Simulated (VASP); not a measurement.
# Si64Ag (a cell with a defect) in VASP: single point with PBEsol

Aim: the single point of Si64Ag (a cell with a defect) with PBEsol.

Program: VASP 6.6.1. These are calculated values, not measurements. Logs are shortened: lines on timing, memory, paths and dates and some standing lists are left out, and cuts for length are marked.

## 1. The cell of the first run

The cell holds a defect, 65 atoms: a = 10.866 Å, b = 10.866 Å, c = 10.866 Å, α = 90.00°, β = 90.00°, γ = 90.00°.

## 2. Single point, PBEsol

Contents of INCAR:

```
PREC = Accurate
ENCUT = 400
EDIFF = 1E-6
ISMEAR = -1
SIGMA = 0.05
LREAL = Auto
LASPH = True
NELM = 120
ALGO = Normal
ISIF = 2
LWAVE = False
LCHARG = True
GGA = PS
LELF = True
LVHAR = True
NELECT = 266.0
NBANDS = 172
GGA_COMPAT = False
```

Contents of KPOINTS:

```
regular mesh
0
Gamma
  1 1 1
```

Contents of POSCAR:

```
Si64Ag
1.0
   10.8655790000      0.0000000000      0.0000000000
    0.0000000000     10.8655790000      0.0000000000
    0.0000000000      0.0000000000     10.8655790000
Si Ag
64 1
Direct
    0.9997900000      0.9993400000      0.9996400000
    0.9990100000      0.9985700000      0.4986500000
    0.9989900000      0.4983900000      0.9988300000
    0.9997800000      0.5006100000      0.5009100000
    0.4988400000      0.9985600000      0.9988100000
    0.5010500000      0.9993500000      0.5008800000
    0.5010400000      0.5006000000      0.9996700000
    0.5096500000      0.5092600000      0.5095300000
    0.1246800000      0.1242400000      0.1244900000
    0.1200800000      0.1195600000      0.6297900000
    0.1200700000      0.6295800000      0.1197600000
    0.1251900000      0.6251900000      0.6254500000
    0.6301500000      0.1194900000      0.1197700000
    0.6256100000      0.1247700000      0.6254500000
    0.6256200000      0.6251600000      0.1250600000
    0.6331200000      0.6325900000      0.6328600000
    0.2487400000      0.2483100000      0.9989000000
    0.2431300000      0.2426700000      0.5060800000
    0.2508200000      0.7507700000      0.9988100000
    0.2493600000      0.7505000000      0.5011500000
    0.7512600000      0.2502900000      0.9987900000
    0.7509600000      0.2488700000      0.5011300000
    0.7503100000      0.7498300000      0.0002300000
    0.7523500000      0.7518400000      0.4992100000
    0.3748400000      0.3743500000      0.1207700000
    0.3761600000      0.3758000000      0.6294300000
    0.3752100000      0.8746000000      0.1252600000
    0.3754500000      0.8751000000      0.6251600000
    0.8749900000      0.3747700000      0.1252400000
    0.8755300000      0.3750000000      0.6251500000
    0.8753800000      0.8748500000      0.1250900000
    0.8759200000      0.8755100000      0.6259600000
    0.2487200000      0.9986600000      0.2486100000
    0.2507400000      0.9985300000      0.7510100000
    0.2430200000      0.5058000000      0.2429200000
    0.2493100000      0.5008800000      0.7508200000
    0.7512100000      0.9984700000      0.2505800000
    0.7502600000      0.9999400000      0.7501500000
    0.7509300000      0.5008600000      0.2492200000
    0.7522500000      0.4989000000      0.7521400000
    0.3748800000      0.1204700000      0.3746300000
    0.3752000000      0.1249500000      0.8748200000
    0.3761500000      0.6291200000      0.3760000000
    0.3754900000      0.6248400000      0.8753800000
    0.8750100000      0.1249300000      0.3749900000
    0.8754100000      0.1247900000      0.8751400000
    0.8755800000      0.6248500000      0.3752700000
    0.8759000000      0.6256500000      0.8757200000
    0.9991100000      0.2483300000      0.2485700000
    0.9990200000      0.2502700000      0.7509400000
    0.9990400000      0.7506800000      0.2505400000
    0.0003900000      0.7498700000      0.7501400000
    0.5063400000      0.2425000000      0.2427700000
    0.5013000000      0.2489300000      0.7507700000
    0.5013100000      0.7505000000      0.2491900000
    0.4994000000      0.7518100000      0.7520700000
    0.1209200000      0.3744200000      0.3747200000
    0.1253400000      0.3747300000      0.8748200000
    0.1253800000      0.8745300000      0.3750300000
    0.1252600000      0.8749000000      0.8752100000
    0.6295900000      0.3756900000      0.3759900000
    0.6253000000      0.3749900000      0.8754300000
    0.6253100000      0.8750800000      0.3753200000
    0.6260900000      0.8754300000      0.8757500000
    0.3782400000      0.3775200000      0.3777000000
```

Potentials or basis: VASP PAW PBE potentials, release 64 (Si, Ag).

Run with:

```bash
$ cat potpaw_PBE.64/Si/POTCAR potpaw_PBE.64/Ag/POTCAR > POTCAR
$ mpirun -np 1 vasp_gam > vasp.out
```

OUTCAR:

```text
PREC = Accurate
   ENCUT = 400
   EDIFF = 1E-6
   ISMEAR = -1
   LREAL = Auto
   LASPH = True
   NELM = 120
   ISIF = 2
   GGA = PS
   NELECT = 266.0

 ion  position               nearest neighbor table
   1  1.000  0.999  1.000-  46 2.35  60 2.35  31 2.35   9 2.35
   2  0.999  0.999  0.499-  10 2.34  32 2.34  45 2.35  59 2.35
   3  0.999  0.498  0.999-  11 2.34  48 2.34  58 2.35  29 2.35
   4  1.000  0.501  0.501-  57 2.34  47 2.35  30 2.35  12 2.35
   5  0.499  0.999  0.999-  64 2.34  13 2.34  42 2.35  27 2.35
   6  0.501  0.999  0.501-  41 2.34  63 2.35  28 2.35  14 2.35
   7  0.501  0.501  1.000-  25 2.34  44 2.35  62 2.35  15 2.35
   8  0.510  0.509  0.510-  16 2.32  26 2.43  43 2.43  61 2.43  65 2.48
   9  0.125  0.124  0.124-  17 2.34  49 2.34  33 2.34   1 2.35
  10  0.120  0.120  0.630-  18 2.32  34 2.34  50 2.34   2 2.34
  11  0.120  0.630  0.120-  35 2.32  19 2.34  51 2.34   3 2.34
  12  0.125  0.625  0.625-  20 2.34  36 2.34  52 2.35   4 2.35
  13  0.630  0.119  0.120-  53 2.32  21 2.34  37 2.34   5 2.34
  14  0.626  0.125  0.625-  22 2.34  54 2.34  38 2.35   6 2.35
  15  0.626  0.625  0.125-  39 2.34  55 2.34  23 2.35   7 2.35
  16  0.633  0.633  0.633-   8 2.32  40 2.34  24 2.34  56 2.34
  17  0.249  0.248  0.999-   9 2.34  58 2.35  42 2.35  25 2.35
[... 32 lines left out ...]
  50  0.999  0.250  0.751-  10 2.34  46 2.34  30 2.35  58 2.35
  51  0.999  0.751  0.251-  11 2.34  31 2.34  47 2.35  59 2.35
  52  0.000  0.750  0.750-  12 2.35  48 2.35  32 2.35  60 2.35
  53  0.506  0.242  0.243-  13 2.32  41 2.42  25 2.42  61 2.45  65 2.50
  54  0.501  0.249  0.751-  26 2.34  14 2.34  42 2.35  62 2.35
  55  0.501  0.751  0.249-  43 2.34  15 2.34  27 2.35  63 2.35
  56  0.499  0.752  0.752-  16 2.34  64 2.35  28 2.35  44 2.35
  57  0.121  0.374  0.375-   4 2.34  49 2.35  35 2.42  18 2.42  65 2.80
  58  0.125  0.375  0.875-  17 2.35   3 2.35  36 2.35  50 2.35
  59  0.125  0.875  0.375-  33 2.35   2 2.35  20 2.35  51 2.35
  60  0.125  0.875  0.875-  19 2.34  34 2.34   1 2.35  52 2.35
  61  0.630  0.376  0.376-  39 2.34  22 2.34   8 2.43  53 2.45  65 2.73
  62  0.625  0.375  0.875-  21 2.35   7 2.35  40 2.35  54 2.35
  63  0.625  0.875  0.375-  37 2.35   6 2.35  24 2.35  55 2.35
  64  0.626  0.875  0.876-   5 2.34  56 2.35  38 2.35  23 2.35
  65  0.378  0.378  0.378-   8 2.48  53 2.50  35 2.50  18 2.50  61 2.73  43 2.73  26 2.74  25 2.79
                            41 2.79  57 2.80

  LATTYP: Found a simple cubic cell.
 ALAT       =    10.8655790000

  Lattice vectors:

 A1 = (  10.8655790000,   0.0000000000,   0.0000000000)
 A2 = (   0.0000000000,  10.8655790000,   0.0000000000)
 A3 = (   0.0000000000,   0.0000000000,  10.8655790000)

Analysis of symmetry for initial positions (statically):
=====================================================================
 Subroutine PRICEL returns:
 Original cell was already a primitive cell.

 Routine SETGRP: Setting up the symmetry group for a
 simple cubic supercell.

 Subroutine GETGRP returns: Found  1 space group operations
 (whereof  1 operations were pure point group operations)
 out of a pool of 48 trial point group operations.

The static configuration has the point symmetry C_1 .

Analysis of symmetry for dynamics (positions and initial velocities):
=====================================================================
 Subroutine PRICEL returns:
 Original cell was already a primitive cell.

 Routine SETGRP: Setting up the symmetry group for a
 simple cubic supercell.

 Subroutine GETGRP returns: Found  1 space group operations
 (whereof  1 operations were pure point group operations)
 out of a pool of 48 trial point group operations.

The dynamic configuration has the point symmetry C_1 .

 Subroutine INISYM returns: Found  1 space group operations
 (whereof  1 operations are pure point group operations),
 and found     1 'primitive' translations

----------------------------------------------------------------------------------------

                                     Primitive cell

[... 146 lines left out ...]

 KPOINTS: regular mesh

Automatic generation of k-mesh.
 Grid dimensions read from file:
 generate k-points for:    1    1    1

 Generating k-lattice:

  Cartesian coordinates                     Fractional coordinates (reciprocal lattice)
     0.092033752  0.000000000  0.000000000     1.000000000  0.000000000  0.000000000
     0.000000000  0.092033752  0.000000000     0.000000000  1.000000000  0.000000000
     0.000000000  0.000000000  0.092033752     0.000000000  0.000000000  1.000000000

  Length of vectors
     0.092033752  0.092033752  0.092033752

  Shift w.r.t. Gamma in fractional coordinates (k-lattice)
     0.000000000  0.000000000  0.000000000

 Subroutine IBZKPT returns following result:
 ===========================================

 Found      1 irreducible k-points:

 Following reciprocal coordinates:
            Coordinates               Weight
  0.000000  0.000000  0.000000      1.000000
   k-points           NKPTS =      1   k-points in BZ     NKDIM =      1   number of bands    NBANDS=    172
   number of dos      NEDOS =    301   number of ions     NIONS =     65
   total plane-waves  NPLWV = 373248
   dimension x,y,z NGX =    72 NGY =   72 NGZ =   72
   dimension x,y,z NGXF=   144 NGYF=  144 NGZF=  144
   ions per type =              64   1
   NGX,Y,Z   is equivalent  to a cutoff of  11.02, 11.02, 11.02 a.u.
   NGXF,Y,Z  is equivalent  to a cutoff of  22.03, 22.03, 22.03 a.u.
 SYSTEM =  unknown system
   PREC   = accura    normal or accurate (medium, high low for compatibility)
   ISTART =      0    job   : 0-new  1-cont  2-samecut
   ICHARG =      2    charge: 1-file 2-atom 10-const
   ISPIN  =      1    spin polarized calculation?
   LNONCOLLINEAR =      F non collinear calculations
   LSORBIT =      F    spin-orbit coupling
   LASPH  =      T    aspherical Exc in radial PAW
   ENCUT  =  400.0 eV  29.40 Ry    5.42 a.u.  17.72 17.72 17.72*2*pi/ulx,y,z
   NELM   =    120;   NELMIN=  2; NELMDL= -5     # of ELM steps
   EDIFF  = 0.1E-05   stopping-criterion for ELM
   LREAL  =      T    real-space projection
   EDIFFG = 0.1E-04   stopping-criterion for IOM
   NSW    =      0    number of steps for IOM
   IBRION =     -1    ionic relax: 0-MD 1-quasi-New 2-CG
   NFREE  =      0    steps in history (QN), initial steepest desc. (CG)
   ISIF   =      2    stress and relaxation
   ISYM   =      2    0-nonsym 1-usesym 2-fastsym
   POTIM  = 0.5000    time-step for ionic-motion
   TEBEG  =    0.0;   TEEND  =   0.0 temperature during run
   PSTRESS=    0.0 pullay stress
   NELECT =     266.0000    total number of electrons
   NUPDOWN=      -1.0000    fix difference up-down
   EMIN   =  10.00;   EMAX   =-10.00  energy-range for DOS
   EFERMI =   0.00;   METHOD = LEGACY
   ISMEAR =    -1;   SIGMA  =   0.05  broadening in eV -4-tet -1-fermi 0-gaus
   EFERMI_NEDOS =   21; number of points for ismear=-14 and -15
   IALGO  =     38    algorithm
   IMIX   =      4    mixing-type and parameters
     AMIX     =   0.40;   BMIX     =  1.00
     AMIX_MAG =   1.60;   BMIX_MAG =  1.00
  volume/ion in A,a.u.               =      19.74       133.18
  Fermi-wavevector in a.u.,A,eV,Ry     =   0.968982  1.831111 12.774873  0.938927
  Thomas-Fermi vector in A             =   2.098997
   LORBIT       =      0    0 simple, 1 ext, 2 COOP (PROOUT), +10 PAW based schemes
   GGA     = PS    functional components
   LHFCALC =     F    Hartree Fock is set to
   AEXX    =    0.0000 exact exchange contribution
   IVDW    =     0    specifies the selected vdW correction
   LEPSILON=     F    determine dielectric tensor
   LRPA    =     F    only Hartree local field effects (RPA)
 non-spin polarized calculation
  energy-cutoff  :      400.00
  volume of cell :     1282.80
 maximum number of plane-waves:     11564
 NGX is ok and might be reduce to    70
   NGX = 35   NGY = 35   NGZ = 35

 number of electron     265.9999976 magnetization

 Free energy of the ion-electron system (eV)
  ---------------------------------------------------
  ext. energy  EPLUGINS =         0.00000000
  ---------------------------------------------------
  free energy    TOTEN  =      -368.11024220 eV

  energy without entropy =     -368.03071008  energy(sigma->0) =     -368.07047614

 E-fermi :   6.1636     XC(G=0):  -9.6016

 val. band max:        6.0207181490   @ k =   0.0000   0.0000   0.0000
 cond. band min:       6.2715725748   @ k =   0.0000   0.0000   0.0000
 fundamental gap:      0.2508544258
 Fermi energy:         6.1635663056

 k-point     1 :       0.0000    0.0000    0.0000
  band No.  band energies     occupation
      1      -6.0724      2.00000
      2      -5.1255      2.00000
      3      -4.9663      2.00000
      4      -4.9594      2.00000
      5      -4.9592      2.00000
      6      -4.9293      2.00000
[... 137 lines left out ...]
    144       7.0788      0.00000
    145       7.0796      0.00000
 [bands above 145 left out]

------------------------ aborting loop because EDIFF is reached ----------------------------------------

  FORCE on cell =-STRESS in cart. coord.  units (eV):
  Direction    XX          YY          ZZ          XY          YZ          ZX
  --------------------------------------------------------------------------------------
  -------------------------------------------------------------------------------------
  Total        5.2555371      5.2505295      5.2538684     -0.5014792     -0.4729233     -0.4894068
  in kB        6.5640075      6.5577532      6.5619233     -0.6263325     -0.5906669     -0.6112543
  external PRESSURE =       6.5612280 kB  Pullay stress =       0.0000000 kB

 VOLUME and BASIS-vectors are now :
 -----------------------------------------------------------------------------
  energy-cutoff  :      400.00
  volume of cell :     1282.80
      direct lattice vectors                 reciprocal lattice vectors
    10.865579000  0.000000000  0.000000000     0.092033752  0.000000000  0.000000000
     0.000000000 10.865579000  0.000000000     0.000000000  0.092033752  0.000000000
     0.000000000  0.000000000 10.865579000     0.000000000  0.000000000  0.092033752

 POSITION                                       TOTAL-FORCE (eV/Angst)
 -----------------------------------------------------------------------------------
     10.86330     10.85841     10.86167         0.027776      0.025134      0.027048
     10.85482     10.85004      5.41812         0.003282      0.003245      0.053163
     10.85460      5.41530     10.85287         0.002452      0.053423      0.003311
     10.86319      5.43942      5.44268        -0.005861      0.000825      0.001773
      5.42019     10.84993     10.85265         0.053145      0.003006      0.005700
      5.44420     10.85852      5.44235        -0.000016     -0.005557      0.003535
[... 57 lines left out ...]
      6.80283      9.51205      9.51553        -0.085370     -0.013606     -0.013528
      4.10980      4.10197      4.10393        -0.029004     -0.025379     -0.023530
 -----------------------------------------------------------------------------------
    total drift:                                0.004784     -0.000251     -0.001503

  FREE ENERGIE OF THE ION-ELECTRON SYSTEM (eV)
  ---------------------------------------------------
  free  energy   TOTEN  =      -368.1102421988 eV

  energy  without entropy=     -368.0307100758  energy(sigma->0) =     -368.07047614
```

Wall time 4.2 min (1 thread of AMD EPYC 7R43 (Zen 3), shared host); peak memory 0.65 GiB.

What came out:

```
Free energy   : -368.1102 eV
Largest force : 0.192 eV/Å
```

Forces in eV/Å, atoms in the order of the input:
```
Si   0.028  0.025  0.027
Si   0.003  0.003  0.053
Si   0.002  0.053  0.003
Si  -0.006  0.001  0.002
Si   0.053  0.003  0.006
Si   0.000 -0.006  0.004
Si   0.002 -0.001 -0.005
Si  -0.005 -0.007 -0.006
Si  -0.024 -0.025 -0.023
Si   0.034  0.035 -0.025
Si   0.035 -0.028  0.038
Si  -0.022 -0.018 -0.016
Si  -0.027  0.035  0.034
Si  -0.018 -0.024 -0.018
Si  -0.017 -0.017 -0.024
Si  -0.113 -0.109 -0.111
Si   0.052  0.051 -0.003
Si   0.056  0.057  0.007
Si   0.018  0.027  0.002
Si   0.037  0.029 -0.013
Si   0.027  0.019  0.003
Si   0.028  0.040 -0.013
Si   0.022  0.023  0.022
Si   0.047  0.049  0.041
Si  -0.022 -0.021 -0.047
Si  -0.019 -0.022  0.024
Si  -0.019 -0.019 -0.025
Si  -0.012 -0.021 -0.026
Si  -0.017 -0.019 -0.024
Si  -0.020 -0.015 -0.024
Si  -0.026 -0.025 -0.021
Si  -0.013 -0.013 -0.085
Si   0.050 -0.003  0.050
Si   0.018  0.004  0.029
Si   0.055  0.009  0.056
Si   0.037 -0.013  0.028
Si   0.026  0.003  0.020
Si   0.024  0.025  0.023
Si   0.029 -0.013  0.036
Si   0.049  0.041  0.047
Si  -0.020 -0.044 -0.022
Si  -0.020 -0.023 -0.020
Si  -0.019  0.025 -0.020
Si  -0.014 -0.021 -0.021
Si  -0.018 -0.022 -0.020
Si  -0.028 -0.021 -0.027
Si  -0.019 -0.023 -0.014
Si  -0.013 -0.085 -0.012
Si  -0.003  0.050  0.053
Si   0.003  0.018  0.027
Si   0.003  0.027  0.018
Si   0.023  0.024  0.023
Si   0.010  0.054  0.056
Si  -0.013  0.038  0.029
Si  -0.013  0.028  0.039
Si   0.043  0.046  0.049
Si  -0.045 -0.023 -0.024
Si  -0.023 -0.019 -0.018
Si  -0.024 -0.019 -0.019
Si  -0.022 -0.025 -0.028
Si   0.022 -0.022 -0.018
Si  -0.025 -0.015 -0.021
Si  -0.023 -0.022 -0.015
Si  -0.085 -0.014 -0.014
Ag  -0.029 -0.025 -0.024
```

Caveat: the k points lie up to 0.58 Å⁻¹ apart; the cell carries a net charge on a neutralising background, which shifts energy and pressure; the cell is charged against a uniform background, so pressure and absolute levels hang on convention; the PAW data sets were made with another functional, which shifts forces and pressure a little.
